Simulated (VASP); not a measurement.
# In3As (Pm-3m) in VASP: single point with PBEsol

Aim: the single point of In3As with PBEsol.

Program: VASP 6.6.1. These are calculated values, not measurements. Logs are shortened: lines on timing, memory, paths and dates and some standing lists are left out, and cuts for length are marked.

### 1 The cell of the first run

The structure is cubic, space group Pm-3m (No. 221). The conventional cell has a = 4.888 Å, b = 4.888 Å, c = 4.888 Å, α = 90.00°, β = 90.00°, γ = 90.00°. Within 4.5 Å of In (site symmetry 4/mmm) lie 8 In at 3.46 Å and 4 As at 3.46 Å. Within 4.5 Å of As (site symmetry m-3m) lie 12 In at 3.46 Å.

### 2 Single point, PBEsol (strained)

File INCAR:

```
SYSTEM = In3As
PREC = Accurate
ENCUT = 520
EDIFF = 1E-6
ISMEAR = 0
SIGMA = 0.1
LREAL = .False.
LASPH = .True.
NELM = 100
ALGO = Fast
ISIF = 2
LWAVE = .False.
LCHARG = .False.
GGA = PS
NBANDS = 30
```

File KPOINTS:

```
regular mesh
0
Gamma
  10 10 10
  0 0 0
```

File POSCAR:

```
In3As
1.0
    4.8884937152      0.0000000000      0.0000000000
    0.0000000000      4.8884937152      0.0000000000
    0.0000000000      0.0000000000      4.8884937152
In As
3 1
Direct
    0.0000000000      0.5000000000      0.5000000000
    0.5000000000      0.0000000000      0.5000000000
    0.5000000000      0.5000000000      0.0000000000
    0.0000000000      0.0000000000      0.0000000000
```

Potentials or basis: VASP PAW PBE potentials, release 64 (In_d, As).

The run is started by

```sh
$ cat potpaw_PBE.64/In_d/POTCAR potpaw_PBE.64/As/POTCAR > POTCAR
$ mpirun -np 1 vasp_std > vasp.out
```

OUTCAR:

```text
SYSTEM = In3As
   PREC = Accurate
   ENCUT = 520
   EDIFF = 1E-6
   ISMEAR = 0
   LREAL = .False.
   LASPH = .True.
   NELM = 100
   ISIF = 2
   GGA = PS

 ion  position               nearest neighbor table
   1  0.000  0.500  0.500-   2 3.46   3 3.46   4 3.46   3 3.46   4 3.46   2 3.46   4 3.46   4 3.46
                             2 3.46   3 3.46   3 3.46   2 3.46
   2  0.500  0.000  0.500-   1 3.46   3 3.46   4 3.46   3 3.46   4 3.46   1 3.46   3 3.46   3 3.46
                             1 3.46   4 3.46   4 3.46   1 3.46
   3  0.500  0.500  0.000-   1 3.46   2 3.46   4 3.46   1 3.46   2 3.46   2 3.46   4 3.46   2 3.46
                             1 3.46   4 3.46   1 3.46   4 3.46
   4  0.000  0.000  0.000-   1 3.46   2 3.46   3 3.46   1 3.46   2 3.46   1 3.46   3 3.46   1 3.46
                             2 3.46   3 3.46   2 3.46   3 3.46

  LATTYP: Found a simple cubic cell.
 ALAT       =     4.8884937152

  Lattice vectors:

 A1 = (   4.8884937152,   0.0000000000,   0.0000000000)
 A2 = (   0.0000000000,   4.8884937152,   0.0000000000)
 A3 = (   0.0000000000,   0.0000000000,   4.8884937152)

Analysis of symmetry for initial positions (statically):
=====================================================================
 Subroutine PRICEL returns:
 Original cell was already a primitive cell.

 Routine SETGRP: Setting up the symmetry group for a
 simple cubic supercell.

 Subroutine GETGRP returns: Found 48 space group operations
 (whereof 48 operations were pure point group operations)
 out of a pool of 48 trial point group operations.

The static configuration has the point symmetry O_h .

Analysis of symmetry for dynamics (positions and initial velocities):
=====================================================================
 Subroutine PRICEL returns:
 Original cell was already a primitive cell.

 Routine SETGRP: Setting up the symmetry group for a
 simple cubic supercell.

 Subroutine GETGRP returns: Found 48 space group operations
 (whereof 48 operations were pure point group operations)
 out of a pool of 48 trial point group operations.

The dynamic configuration has the point symmetry O_h .

 Subroutine INISYM returns: Found 48 space group operations
 (whereof 48 operations are pure point group operations),
 and found     1 'primitive' translations

----------------------------------------------------------------------------------------

                                     Primitive cell

  volume of cell :     116.8221

  direct lattice vectors                    reciprocal lattice vectors
     4.888493715  0.000000000  0.000000000     0.204561989  0.000000000  0.000000000
     0.000000000  4.888493715  0.000000000     0.000000000  0.204561989  0.000000000
     0.000000000  0.000000000  4.888493715     0.000000000  0.000000000  0.204561989

  length of vectors
     4.888493715  4.888493715  4.888493715     0.204561989  0.204561989  0.204561989

  position of ions in fractional coordinates (direct lattice)
     0.000000000  0.500000000  0.500000000
     0.500000000  0.000000000  0.500000000
     0.500000000  0.500000000  0.000000000
     0.000000000  0.000000000  0.000000000

  ion indices of the primitive-cell ions
   primitive index   ion index
                 1           1
                 2           2
                 3           3
                 4           4

----------------------------------------------------------------------------------------

 KPOINTS: regular mesh

Automatic generation of k-mesh.
 Grid dimensions read from file:
 generate k-points for:   10   10   10

 Generating k-lattice:

  Cartesian coordinates                     Fractional coordinates (reciprocal lattice)
     0.020456199  0.000000000  0.000000000     0.100000000  0.000000000  0.000000000
     0.000000000  0.020456199  0.000000000     0.000000000  0.100000000  0.000000000
     0.000000000  0.000000000  0.020456199     0.000000000  0.000000000  0.100000000

  Length of vectors
     0.020456199  0.020456199  0.020456199

  Shift w.r.t. Gamma in fractional coordinates (k-lattice)
     0.000000000  0.000000000  0.000000000

 Subroutine IBZKPT returns following result:
 ===========================================

 Found     56 irreducible k-points:

 Following reciprocal coordinates:
            Coordinates               Weight
  0.000000  0.000000  0.000000      1.000000
  0.100000  0.000000  0.000000      6.000000
  0.200000  0.000000  0.000000      6.000000
  0.300000  0.000000  0.000000      6.000000
  0.400000  0.000000  0.000000      6.000000
  0.500000  0.000000  0.000000      3.000000
[... 16 lines left out ...]
  0.200000  0.100000  0.100000     24.000000
  0.300000  0.100000  0.100000     24.000000
 [... further k-points ...]
   k-points           NKPTS =     56   k-points in BZ     NKDIM =     56   number of bands    NBANDS=     30
   number of dos      NEDOS =    301   number of ions     NIONS =      4
   total plane-waves  NPLWV =  46656
   dimension x,y,z NGX =    36 NGY =   36 NGZ =   36
   dimension x,y,z NGXF=    72 NGYF=   72 NGZF=   72
   ions per type =               3   1
   NGX,Y,Z   is equivalent  to a cutoff of  12.24, 12.24, 12.24 a.u.
   NGXF,Y,Z  is equivalent  to a cutoff of  24.49, 24.49, 24.49 a.u.
 SYSTEM =  In3As
   PREC   = accura    normal or accurate (medium, high low for compatibility)
   ISTART =      0    job   : 0-new  1-cont  2-samecut
   ICHARG =      2    charge: 1-file 2-atom 10-const
   ISPIN  =      1    spin polarized calculation?
   LNONCOLLINEAR =      F non collinear calculations
   LSORBIT =      F    spin-orbit coupling
   LASPH  =      T    aspherical Exc in radial PAW
   ENCUT  =  520.0 eV  38.22 Ry    6.18 a.u.   9.09  9.09  9.09*2*pi/ulx,y,z
   NELM   =    100;   NELMIN=  2; NELMDL= -5     # of ELM steps
   EDIFF  = 0.1E-05   stopping-criterion for ELM
   LREAL  =      F    real-space projection
   EDIFFG = 0.1E-04   stopping-criterion for IOM
   NSW    =      0    number of steps for IOM
   IBRION =     -1    ionic relax: 0-MD 1-quasi-New 2-CG
   NFREE  =      0    steps in history (QN), initial steepest desc. (CG)
   ISIF   =      2    stress and relaxation
   ISYM   =      2    0-nonsym 1-usesym 2-fastsym
   POTIM  = 0.5000    time-step for ionic-motion
   TEBEG  =    0.0;   TEEND  =   0.0 temperature during run
   PSTRESS=    0.0 pullay stress
   NELECT =      44.0000    total number of electrons
   NUPDOWN=      -1.0000    fix difference up-down
   EMIN   =  10.00;   EMAX   =-10.00  energy-range for DOS
   EFERMI =   0.00;   METHOD = LEGACY
   ISMEAR =     0;   SIGMA  =   0.10  broadening in eV -4-tet -1-fermi 0-gaus
   EFERMI_NEDOS =   21; number of points for ismear=-14 and -15
   IALGO  =     68    algorithm
   IMIX   =      4    mixing-type and parameters
     AMIX     =   0.40;   BMIX     =  1.00
     AMIX_MAG =   1.60;   BMIX_MAG =  1.00
  volume/ion in A,a.u.               =      29.21       197.09
  Fermi-wavevector in a.u.,A,eV,Ry     =   1.182272  2.234170 19.017769  1.397767
  Thomas-Fermi vector in A             =   2.318529
   LORBIT       =      0    0 simple, 1 ext, 2 COOP (PROOUT), +10 PAW based schemes
   GGA     = PS    functional components
   LHFCALC =     F    Hartree Fock is set to
   AEXX    =    0.0000 exact exchange contribution
   IVDW    =     0    specifies the selected vdW correction
   LEPSILON=     F    determine dielectric tensor
   LRPA    =     F    only Hartree local field effects (RPA)
 non-spin polarized calculation
 RMM-DIIS sequential band-by-band and
 Gauss-broadening in eV      SIGMA  =   0.10
  energy-cutoff  :      520.00
  volume of cell :      116.82
 maximum number of plane-waves:      3178
   NGX = 19   NGY = 19   NGZ = 19

 number of electron      43.9999969 magnetization

 Free energy of the ion-electron system (eV)
  ---------------------------------------------------
  ext. energy  EPLUGINS =         0.00000000
  ---------------------------------------------------
  free energy    TOTEN  =       -13.27444594 eV

  energy without entropy =      -13.26214126  energy(sigma->0) =      -13.26829360

 E-fermi :   4.9963     XC(G=0):  -9.6724

 val. band max:        4.9670836200   @ k =   0.3000   0.2000   0.0000
 cond. band min:       5.0054301657   @ k =   0.4000   0.2000   0.2000
 fundamental gap:      0.0383465457
 Fermi energy:         4.9962727046

 k-point     1 :       0.0000    0.0000    0.0000
  band No.  band energies     occupation
      1      -9.3582      2.00000
      2      -9.3582      2.00000
      3      -9.3582      2.00000
      4      -9.3569      2.00000
      5      -9.2265      2.00000
      6      -9.2265      2.00000
[... 22 lines left out ...]
     29      10.6331      0.00000
     30      11.8870      0.00000

 k-point     2 :       0.1000    0.0000    0.0000
  band No.  band energies     occupation
      1      -9.3570      2.00000
      2      -9.3504      2.00000
      3      -9.3503      2.00000
      4      -9.3503      2.00000
      5      -9.2256      2.00000
      6      -9.2214      2.00000
[... 22 lines left out ...]
     29      10.9151      0.00000
     30      12.0891      0.00000

 k-point     3 :       0.2000    0.0000    0.0000
  band No.  band energies     occupation
      1      -9.3537      2.00000
      2      -9.3322      2.00000
      3      -9.3272      2.00000
      4      -9.3272      2.00000
      5      -9.2231      2.00000
      6      -9.2071      2.00000
[... 22 lines left out ...]
     29      11.4995      0.00000
     30      12.2337      0.00000

 k-point     4 :       0.3000    0.0000    0.0000
  band No.  band energies     occupation
      1      -9.3495      2.00000
      2      -9.3056      2.00000
      3      -9.2909      2.00000
      4      -9.2909      2.00000
      5      -9.2197      2.00000
      6      -9.1862      2.00000
[... 616 lines left out ...]
     29      11.2018      0.00000
     30      11.7516      0.00000

 k-point    23 :       0.2000    0.1000    0.1000
  band No.  band energies     occupation
      1      -9.3435      2.00000
      2      -9.3277      2.00000
      3      -9.3196      2.00000
      4      -9.3113      2.00000
      5      -9.2150      2.00000
      6      -9.2024      2.00000
[... 22 lines left out ...]
     29      10.8185      0.00000
     30      11.6937      0.00000

 k-point    24 :       0.3000    0.1000    0.1000
  band No.  band energies     occupation
      1      -9.3374      2.00000
      2      -9.3046      2.00000
      3      -9.2878      2.00000
      4      -9.2779      2.00000
      5      -9.2121      2.00000
      6      -9.1809      2.00000
[... 22 lines left out ...]
     29       9.9893      0.00000
     30      11.9156      0.00000

 [... further k-points ...]
[... 5 lines left out ...]
  --------------------------------------------------------------------------------------
  -------------------------------------------------------------------------------------
  Total       -4.4790213     -4.4790213     -4.4790213     -0.0000000      0.0000000     -0.0000000
  in kB      -61.4283046    -61.4283046    -61.4283046     -0.0000000      0.0000000     -0.0000000
  external PRESSURE =     -61.4283046 kB  Pullay stress =       0.0000000 kB

 VOLUME and BASIS-vectors are now :
 -----------------------------------------------------------------------------
  energy-cutoff  :      520.00
  volume of cell :      116.82
      direct lattice vectors                 reciprocal lattice vectors
     4.888493715  0.000000000  0.000000000     0.204561989  0.000000000  0.000000000
     0.000000000  4.888493715  0.000000000     0.000000000  0.204561989  0.000000000
     0.000000000  0.000000000  4.888493715     0.000000000  0.000000000  0.204561989

 POSITION                                       TOTAL-FORCE (eV/Angst)
 -----------------------------------------------------------------------------------
      0.00000      2.44425      2.44425         0.000000      0.000000      0.000000
      2.44425      0.00000      2.44425         0.000000      0.000000      0.000000
      2.44425      2.44425      0.00000         0.000000      0.000000      0.000000
      0.00000      0.00000      0.00000         0.000000      0.000000      0.000000
 -----------------------------------------------------------------------------------
    total drift:                                0.000000      0.000000      0.000000

  FREE ENERGIE OF THE ION-ELECTRON SYSTEM (eV)
  ---------------------------------------------------
  free  energy   TOTEN  =       -13.2744459383 eV

  energy  without entropy=      -13.2621412647  energy(sigma->0) =      -13.26829360
```

Run time: 60 s. Hardware: 1 thread of Intel Xeon 6975P-C (Granite Rapids), shared host; peak memory 0.31 GiB.

Results:

| Property | Result |
| --- | --- |
| Free energy | -13.2744 eV |
| Pressure | -6.1 GPa |
| Band gap on the k mesh | zero (bands 22 and 23 overlap by 3.08 eV) |

Caveat: the cell differs from its parent crystal (strained); the cell stands under tension; the PAW data sets were made with another functional, which shifts forces and pressure a little; spin-orbit coupling is left out, which moves the levels of the heavy elements.
